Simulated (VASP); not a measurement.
# ZnS (F-43m) in VASP: further runs

The runs below take ZnS through relaxation of cell and atoms, with PBEsol.

Program: VASP 6.6.1. These are calculated values, not measurements. Logs are shortened: lines on timing, memory, paths and dates and some standing lists are left out, and cuts for length are marked.

### 1 The cell of the first run

Symmetry: F-43m, No. 216, cubic system. The conventional cell has a = 5.356 Å, b = 5.356 Å, c = 5.356 Å, α = 90.00°, β = 90.00°, γ = 90.00°. Within 3.1 Å of Zn (site symmetry -43m) lie 4 S at 2.32 Å. Within 3.1 Å of S (site symmetry -43m) lie 4 Zn at 2.32 Å.

### 2 Relaxation of cell and atoms, PBEsol, target pressure 7 GPa, at which the enthalpy is minimised

Input file INCAR:

```
SYSTEM = ZnS
PREC = Accurate ; ENCUT = 600
EDIFF = 1E-6 ; ISMEAR = 0
SIGMA = 0.01 ; LREAL = .False.
LASPH = .True. ; NELM = 100
ALGO = Normal ; ISIF = 3
LWAVE = .False. ; LCHARG = .False.
GGA = PS ; IBRION = 2
NSW = 100 ; EDIFFG = -0.002
PSTRESS = 70.0
```

Input file KPOINTS:

```
Automatic mesh
0
Gamma
  8 8 8
  0 0 0
```

Input file POSCAR:

```
ZnS
1.0
    0.0000000000      2.6777713895      2.6777713895
    2.6777713895      0.0000000000      2.6777713895
    2.6777713895      2.6777713895      0.0000000000
Zn S
1 1
Direct
    0.7500000000      0.7500000000      0.7500000000
    0.0000000000      0.0000000000      0.0000000000
```

Potentials or basis: VASP PAW PBE potentials, release 64 (Zn, S).

Started as:

```
> cat potpaw_PBE.64/Zn/POTCAR potpaw_PBE.64/S/POTCAR > POTCAR
> mpirun -np 1 vasp_std > vasp.out
```

OUTCAR:

```text
SYSTEM = ZnS
   PREC = Accurate
   ENCUT = 600
   EDIFF = 1E-6
   ISMEAR = 0
   LREAL = .False.
   LASPH = .True.
   NELM = 100
   ISIF = 3
   GGA = PS
   IBRION = 2
   NSW = 100
   EDIFFG = -0.002
   PSTRESS = 70.0

 ion  position               nearest neighbor table
   1  0.750  0.750  0.750-   2 2.32   2 2.32   2 2.32   2 2.32
   2  0.000  0.000  0.000-   1 2.32   1 2.32   1 2.32   1 2.32

  LATTYP: Found a face centered cubic cell.
 ALAT       =     5.3555427790

  Lattice vectors:

 A1 = (   0.0000000000,   2.6777713895,   2.6777713895)
 A2 = (   2.6777713895,   0.0000000000,   2.6777713895)
 A3 = (   2.6777713895,   2.6777713895,   0.0000000000)

Analysis of symmetry for initial positions (statically):
=====================================================================
 Subroutine PRICEL returns:
 Original cell was already a primitive cell.

 Routine SETGRP: Setting up the symmetry group for a
 face centered cubic supercell.

 Subroutine GETGRP returns: Found 24 space group operations
 (whereof 24 operations were pure point group operations)
 out of a pool of 48 trial point group operations.

The static configuration has the point symmetry T_d .

Analysis of symmetry for dynamics (positions and initial velocities):
=====================================================================
 Subroutine PRICEL returns:
 Original cell was already a primitive cell.

 Routine SETGRP: Setting up the symmetry group for a
 face centered cubic supercell.

 Subroutine GETGRP returns: Found 24 space group operations
 (whereof 24 operations were pure point group operations)
 out of a pool of 48 trial point group operations.

The dynamic configuration has the point symmetry T_d .

 Subroutine INISYM returns: Found 24 space group operations
 (whereof 24 operations are pure point group operations),
 and found     1 'primitive' translations

----------------------------------------------------------------------------------------

                                     Primitive cell

  volume of cell :      38.4017

  direct lattice vectors                    reciprocal lattice vectors
     0.000000000  2.677771390  2.677771390    -0.186722437  0.186722437  0.186722437
     2.677771390  0.000000000  2.677771390     0.186722437 -0.186722437  0.186722437
     2.677771390  2.677771390  0.000000000     0.186722437  0.186722437 -0.186722437

  length of vectors
     3.786940616  3.786940616  3.786940616     0.323412748  0.323412748  0.323412748

  position of ions in fractional coordinates (direct lattice)
     0.750000000  0.750000000  0.750000000
     0.000000000  0.000000000  0.000000000

  ion indices of the primitive-cell ions
   primitive index   ion index
                 1           1
                 2           2

----------------------------------------------------------------------------------------

 KPOINTS: Automatic mesh

Automatic generation of k-mesh.
 Grid dimensions read from file:
 generate k-points for:    8    8    8

 Generating k-lattice:

  Cartesian coordinates                     Fractional coordinates (reciprocal lattice)
    -0.023340305  0.023340305  0.023340305     0.125000000  0.000000000  0.000000000
     0.023340305 -0.023340305  0.023340305     0.000000000  0.125000000  0.000000000
     0.023340305  0.023340305 -0.023340305     0.000000000  0.000000000  0.125000000

  Length of vectors
     0.040426594  0.040426594  0.040426594

  Shift w.r.t. Gamma in fractional coordinates (k-lattice)
     0.000000000  0.000000000  0.000000000

 Subroutine IBZKPT returns following result:
 ===========================================

 Found     29 irreducible k-points:

 Following reciprocal coordinates:
            Coordinates               Weight
  0.000000  0.000000  0.000000      1.000000
  0.125000  0.000000  0.000000      8.000000
  0.250000  0.000000  0.000000      8.000000
  0.375000  0.000000  0.000000      8.000000
  0.500000  0.000000  0.000000      4.000000
  0.125000  0.125000  0.000000      6.000000
[... 16 lines left out ...]
  0.500000  0.250000  0.125000     48.000000
 -0.375000  0.250000  0.125000     24.000000
 [... further k-points ...]
   k-points           NKPTS =     29   k-points in BZ     NKDIM =     29   number of bands    NBANDS=     13
   number of dos      NEDOS =    301   number of ions     NIONS =      2
   total plane-waves  NPLWV =  27000
   dimension x,y,z NGX =    30 NGY =   30 NGZ =   30
   dimension x,y,z NGXF=    60 NGYF=   60 NGZF=   60
   ions per type =               1   1
   NGX,Y,Z   is equivalent  to a cutoff of  13.17, 13.17, 13.17 a.u.
   NGXF,Y,Z  is equivalent  to a cutoff of  26.34, 26.34, 26.34 a.u.
 SYSTEM =  ZnS
   PREC   = accura    normal or accurate (medium, high low for compatibility)
   ISTART =      0    job   : 0-new  1-cont  2-samecut
   ICHARG =      2    charge: 1-file 2-atom 10-const
   ISPIN  =      1    spin polarized calculation?
   LNONCOLLINEAR =      F non collinear calculations
   LSORBIT =      F    spin-orbit coupling
   LASPH  =      T    aspherical Exc in radial PAW
   ENCUT  =  600.0 eV  44.10 Ry    6.64 a.u.   7.56  7.56  7.56*2*pi/ulx,y,z
   NELM   =    100;   NELMIN=  2; NELMDL= -5     # of ELM steps
   EDIFF  = 0.1E-05   stopping-criterion for ELM
   LREAL  =      F    real-space projection
   EDIFFG = -.2E-02   stopping-criterion for IOM
   NSW    =    100    number of steps for IOM
   IBRION =      2    ionic relax: 0-MD 1-quasi-New 2-CG
   NFREE  =      1    steps in history (QN), initial steepest desc. (CG)
   ISIF   =      3    stress and relaxation
   ISYM   =      2    0-nonsym 1-usesym 2-fastsym
   POTIM  = 0.5000    time-step for ionic-motion
   TEBEG  =    0.0;   TEEND  =   0.0 temperature during run
   PSTRESS=   70.0 pullay stress
   NELECT =      18.0000    total number of electrons
   NUPDOWN=      -1.0000    fix difference up-down
   EMIN   =  10.00;   EMAX   =-10.00  energy-range for DOS
   EFERMI =   0.00;   METHOD = LEGACY
   ISMEAR =     0;   SIGMA  =   0.01  broadening in eV -4-tet -1-fermi 0-gaus
   EFERMI_NEDOS =   21; number of points for ismear=-14 and -15
   IALGO  =     38    algorithm
   IMIX   =      4    mixing-type and parameters
     AMIX     =   0.40;   BMIX     =  1.00
     AMIX_MAG =   1.60;   BMIX_MAG =  1.00
  volume/ion in A,a.u.               =      19.20       129.57
  Fermi-wavevector in a.u.,A,eV,Ry     =   1.271693  2.403151 22.003373  1.617202
  Thomas-Fermi vector in A             =   2.404612
   LORBIT       =      0    0 simple, 1 ext, 2 COOP (PROOUT), +10 PAW based schemes
   GGA     = PS    functional components
   LHFCALC =     F    Hartree Fock is set to
   AEXX    =    0.0000 exact exchange contribution
   IVDW    =     0    specifies the selected vdW correction
   LEPSILON=     F    determine dielectric tensor
   LRPA    =     F    only Hartree local field effects (RPA)
 conjugate gradient relaxation of ions
 non-spin polarized calculation
 Gauss-broadening in eV      SIGMA  =   0.01
  energy-cutoff  :      600.00
  volume of cell :       38.40
 maximum number of plane-waves:      1303
   NGX = 15   NGY = 15   NGZ = 15

--------------------------------------- Ionic step        1  -------------------------------------------

 number of electron      18.0000010 magnetization

 Free energy of the ion-electron system (eV)
  ---------------------------------------------------
  ext. energy  EPLUGINS =         0.00000000
  ---------------------------------------------------
  free energy    TOTEN  =        -7.58870116 eV

  energy without entropy =       -7.58870116  energy(sigma->0) =       -7.58870116

 E-fermi :   2.3840     XC(G=0):  -9.9773

 val. band max:        2.2692188626   @ k =   0.0000   0.0000   0.0000
 cond. band min:       4.3643702649   @ k =   0.0000   0.0000   0.0000
 fundamental gap:      2.0951514023
 Fermi energy:         2.3839682661

 k-point     1 :       0.0000    0.0000    0.0000
  band No.  band energies     occupation
      1     -11.0789      2.00000
      2      -4.2166      2.00000
      3      -4.2166      2.00000
      4      -4.2166      2.00000
      5      -3.6851      2.00000
      6      -3.6851      2.00000
      7       2.2692      2.00000
      8       2.2692      2.00000
      9       2.2692      2.00000
     10       4.3644      0.00000
     11       8.5572      0.00000
     12       8.5572      0.00000
     13       8.5572      0.00000

 k-point     2 :       0.1250    0.0000    0.0000
  band No.  band energies     occupation
      1     -10.9547      2.00000
      2      -4.2196      2.00000
      3      -4.1943      2.00000
      4      -4.1943      2.00000
      5      -3.6871      2.00000
      6      -3.6871      2.00000
      7       1.1079      2.00000
      8       2.1119      2.00000
      9       2.1119      2.00000
     10       5.2014      0.00000
     11       8.4709      0.00000
[... 497 lines left out ...]
  FREE ENERGIE OF THE ION-ELECTRON SYSTEM (eV)
  ---------------------------------------------------
  free  energy   TOTEN  =        -7.5297635089 eV

  energy  without entropy=       -7.5297635089  energy(sigma->0) =       -7.52976351

  enthalpy is  TOTEN    =        -5.9708939222 eV   P V=        1.5588695867

--------------------------------------- Ionic step        5  -------------------------------------------

 number of electron      17.9999990 magnetization

 Free energy of the ion-electron system (eV)
  ---------------------------------------------------
  ext. energy  EPLUGINS =         0.00000000
  ---------------------------------------------------
  free energy    TOTEN  =        -7.53245765 eV

  energy without entropy =       -7.53245765  energy(sigma->0) =       -7.53245765

 E-fermi :   3.1098     XC(G=0): -10.3208

 val. band max:        2.9923636320   @ k =   0.0000   0.0000   0.0000
 cond. band min:       5.4085262212   @ k =   0.0000   0.0000   0.0000
 fundamental gap:      2.4161625892
 Fermi energy:         3.1097578110

 k-point     1 :       0.0000    0.0000    0.0000
  band No.  band energies     occupation
      1     -10.9088      2.00000
      2      -3.8379      2.00000
      3      -3.8379      2.00000
      4      -3.8379      2.00000
      5      -3.2153      2.00000
      6      -3.2153      2.00000
      7       2.9924      2.00000
      8       2.9924      2.00000
      9       2.9924      2.00000
     10       5.4085      0.00000
     11       9.2092      0.00000
     12       9.2092      0.00000
     13       9.2092      0.00000

 k-point     2 :       0.1250    0.0000    0.0000
  band No.  band energies     occupation
      1     -10.7689      2.00000
      2      -3.8480      2.00000
      3      -3.8122      2.00000
      4      -3.8122      2.00000
      5      -3.2178      2.00000
      6      -3.2178      2.00000
      7       1.7807      2.00000
      8       2.8133      2.00000
      9       2.8133      2.00000
     10       6.2251      0.00000
     11       9.1860      0.00000
[... 376 lines left out ...]
 POSITION                                       TOTAL-FORCE (eV/Angst)
 -----------------------------------------------------------------------------------
      3.92166      3.92166      3.92166         0.000000      0.000000      0.000000
      5.22889      5.22889      5.22889        -0.000000     -0.000000     -0.000000
 -----------------------------------------------------------------------------------
    total drift:                                0.000000      0.000000      0.000000

  FREE ENERGIE OF THE ION-ELECTRON SYSTEM (eV)
  ---------------------------------------------------
  free  energy   TOTEN  =        -7.5324576480 eV

  energy  without entropy=       -7.5324576480  energy(sigma->0) =       -7.53245765

  enthalpy is  TOTEN    =        -5.9709109787 eV   P V=        1.5615466694

 reached required accuracy - stopping structural energy minimisation
```

Run time: 2 min. Hardware: 1 thread of Intel Xeon 8259CL, shared host; peak memory 0.18 GiB.

Results:

```yaml
Free_energy: -7.5325 eV
Relaxed_volume: 17.87 Å³/atom
Relaxed_cell: a = 3.697 Å, b = 3.697 Å, c = 3.697 Å, α = 60.00°, β = 60.00°, γ = 60.00°
Space_group_after_relaxing_to_0.05_Å: F-43m (No. 216)
Energy_change_on_relaxing_the_enthalpy_is_what_falls: +28.1 meV/atom
Ionic_steps: 5
Pressure_after_relaxing: 7.0 GPa
Band_gap_on_the_k_mesh: 2.42 eV, direct
```

The path:
| step | energy change (eV) | largest force (eV/Å) | pressure (GPa) | volume (Å³) |
| --- | --- | --- | --- | --- |
| 1 | 0.0000 | 0.0000 | 0.28 | 38.40 |
| 2 | 0.1554 | 0.0000 | 12.57 | 34.10 |
| 3 | 0.0566 | 0.0000 | 6.98 | 35.73 |
| 4 | 0.0589 | 0.0000 | 7.12 | 35.68 |
| 5 | 0.0562 | 0.0000 | 6.98 | 35.74 |

Final structure:
```
CELL_PARAMETERS angstrom
0.00000 2.61444 2.61444
2.61444 0.00000 2.61444
2.61444 2.61444 0.00000
ATOMIC_POSITIONS crystal
Zn 0.75000 0.75000 0.75000
S 0.00000 0.00000 0.00000
```

Levels at points of the mesh, in eV from the valence-band top:
```tsv
k point	band 6	band 7	band 8	band 9	band 10	band 11	band 12	band 13
(0.00, 0.00, 0.00)	-6.21	0.00	0.00	0.00	2.42	6.22	6.22	6.22
(0.50, 0.00, 0.00)	-6.12	-5.91	-1.03	-1.03	3.38	6.76	6.76	9.03
(0.50, 0.50, 0.00)	-5.96	-5.01	-2.63	-2.63	3.00	3.91	11.58	12.56
```

Caveat: the cell is relaxed towards a set pressure, so the enthalpy falls and the energy may rise; the PAW data sets were made with another functional, which shifts forces and pressure a little. As with any semilocal functional, this PBEsol gap is likely too small.

### 3 Relaxation of cell and atoms, PBEsol, target pressure 10 GPa, at which the enthalpy is minimised

Input file INCAR:

```
ALGO = Normal
EDIFF = 1E-7
EDIFFG = -0.002
ENCUT = 600
GGA = PS
IBRION = 2
ISIF = 3
ISMEAR = 0
LASPH = True
LCHARG = False
LREAL = False
LWAVE = False
NELM = 60
NSW = 100
PREC = Accurate
PSTRESS = 100.0
SIGMA = 0.01
```

Input file KPOINTS:

```
k-points
0
Gamma
  8 8 8
```

POSCAR is that of step 2.

Potentials or basis: VASP PAW PBE potentials, release 64 (Zn, S).

Started as:

```
> cat potpaw_PBE.64/Zn/POTCAR potpaw_PBE.64/S/POTCAR > POTCAR
> mpirun -np 1 vasp_std > vasp.out
```

It took 2.6 min on 1 thread of Intel Xeon 8259CL, shared host; peak memory 0.18 GiB.

It converged, with:

| Quantity | Value |
| --- | --- |
| Free energy | -7.4830 eV |
| Relaxed volume | 17.40 Å³/atom |
| Relaxed cell | a = 3.665 Å, b = 3.665 Å, c = 3.665 Å, α = 60.00°, β = 60.00°, γ = 60.00° |
| Space group after relaxing (to 0.05 Å) | F-43m (No. 216) |
| Energy change on relaxing (the enthalpy is what falls) | +52.8 meV/atom |
| Ionic steps | 6 |
| Pressure after relaxing | 10.0 GPa |
| Band gap on the k mesh | 2.54 eV, direct |

The path:
```csv
step,energy change (eV),largest force (eV/Å),pressure (GPa),volume (Å³)
1,0.0000,0.0000,0.25,38.40
2,0.3436,0.0000,20.68,32.26
3,0.1036,0.0000,9.90,34.84
4,0.1079,0.0000,10.13,34.77
5,0.1038,0.0000,9.90,34.83
6,0.1057,0.0000,10.00,34.80
```

Final structure:
```xyz
2
Lattice="0.0000 2.5914 2.5914 2.5914 0.0000 2.5914 2.5914 2.5914 0.0000" Properties=species:S:1:pos:R:3 pbc="T T T"
Zn    3.8870    3.8870    3.8870
S     2.5914    0.0000    2.5914
```

Levels at points of the mesh, in eV from the valence-band top:
```tsv
k point	band 5	band 6	band 7	band 8	band 9	band 10	band 11	band 12	band 13
(0.00, 0.00, 0.00)	-6.32	-6.32	0.00	0.00	0.00	2.54	6.18	6.18	6.18
(0.50, 0.00, 0.00)	-6.27	-6.27	-6.02	-1.08	-1.08	3.42	6.73	6.73	9.11
(0.50, 0.50, 0.00)	-6.21	-6.06	-5.12	-2.74	-2.74	2.93	3.88	11.80	12.74
```

Caveat: the cell is relaxed towards a set pressure, so the enthalpy falls and the energy may rise; the PAW data sets were made with another functional, which shifts forces and pressure a little. A k mesh can miss the band edges.

### 4 Relaxation of cell and atoms, PBEsol, target pressure 15 GPa, at which the enthalpy is minimised

Input file INCAR:

```
PREC = Accurate
ENCUT = 600
EDIFF = 1E-7
ISMEAR = 0
SIGMA = 0.01
LREAL = False
LASPH = True
NELM = 100
ALGO = Normal
ISIF = 3
LWAVE = False
LCHARG = False
GGA = PS
IBRION = 2
NSW = 100
EDIFFG = -0.002
PSTRESS = 150.0
```

Input file KPOINTS:

```
regular mesh
0
Gamma
  8 8 8
```

POSCAR is that of step 3.

Started as:

```
> cat potpaw_PBE.64/Zn/POTCAR potpaw_PBE.64/S/POTCAR > POTCAR
> mpirun -np 1 vasp_std > vasp.out
```

Wall time 2.9 min (1 thread of Intel Xeon 8259CL, shared host); peak memory 0.18 GiB.

Results (log left out):

```yaml
Free_energy: -7.3817 eV
Relaxed_volume: 16.75 Å³/atom
Relaxed_cell: a = 3.618 Å, b = 3.618 Å, c = 3.618 Å, α = 60.00°, β = 60.00°, γ = 60.00°
Space_group_after_relaxing_to_0.05_Å: F-43m (No. 216)
Energy_change_on_relaxing_the_enthalpy_is_what_falls: +103.5 meV/atom
Ionic_steps: 7
Pressure_after_relaxing: 15.0 GPa
Band_gap_on_the_k_mesh: 2.72 eV, direct
```

The path:
| step | energy change (eV) | largest force (eV/Å) | pressure (GPa) | volume (Å³) |
| --- | --- | --- | --- | --- |
| 1 | 0.0000 | 0.0000 | 0.25 | 38.40 |
| 2 | 0.8659 | 0.0000 | 38.83 | 29.39 |
| 3 | 0.1970 | 0.0000 | 14.54 | 33.60 |
| 4 | 0.2057 | 0.0000 | 14.96 | 33.51 |
| 5 | 0.2145 | 0.0000 | 15.35 | 33.42 |
| 6 | 0.1995 | 0.0000 | 14.67 | 33.58 |
| 7 | 0.2070 | 0.0000 | 15.01 | 33.50 |

Final structure:
```yaml
crystal:
  lattice:
    - [0.00000, 2.55853, 2.55853]
    - [2.55853, 0.00000, 2.55853]
    - [2.55853, 2.55853, 0.00000]
  atoms:
    - { symbol: Zn, position: [0.75000, 0.75000, 0.75000] }
    - { symbol: S, position: [0.00000, 0.00000, 0.00000] }
```

Levels at points of the mesh, in eV from the valence-band top:
```csv
k point,band 6,band 7,band 8,band 9,band 10,band 11,band 12,band 13
"(0.00, 0.00, 0.00)",-6.49,0.00,0.00,0.00,2.72,6.13,6.13,6.13
"(0.50, 0.00, 0.00)",-6.44,-6.17,-1.14,-1.14,3.48,6.68,6.68,9.22
"(0.50, 0.50, 0.00)",-6.21,-5.30,-2.91,-2.91,2.82,3.83,12.12,13.01
```

Caveat: the cell is relaxed towards a set pressure, so the enthalpy falls and the energy may rise; the PAW data sets were made with another functional, which shifts forces and pressure a little.

### 5 The runs side by side

| cell | gap on the mesh (eV) | pressure (GPa) |
| --- | --- | --- |
| relaxed to 7 GPa | 2.42 | 7.0 |
| relaxed to 10 GPa | 2.54 | 10.0 |
| relaxed to 15 GPa | 2.72 | 15.0 |

Alike in all rows: task relaxation of cell and atoms; level PBEsol; potentials or basis VASP PAW PBE potentials, release 64 (Zn, S); no spin polarisation; k mesh 8 × 8 × 8; cutoff (eV) 600; smearing gaussian 0.01 eV.

Caveats: the cell is relaxed towards a set pressure, so the enthalpy falls and the energy may rise; the PAW data sets were made with another functional, which shifts forces and pressure a little.

Total energies depend on the potentials used, so only differences within one code and one set of settings carry meaning.
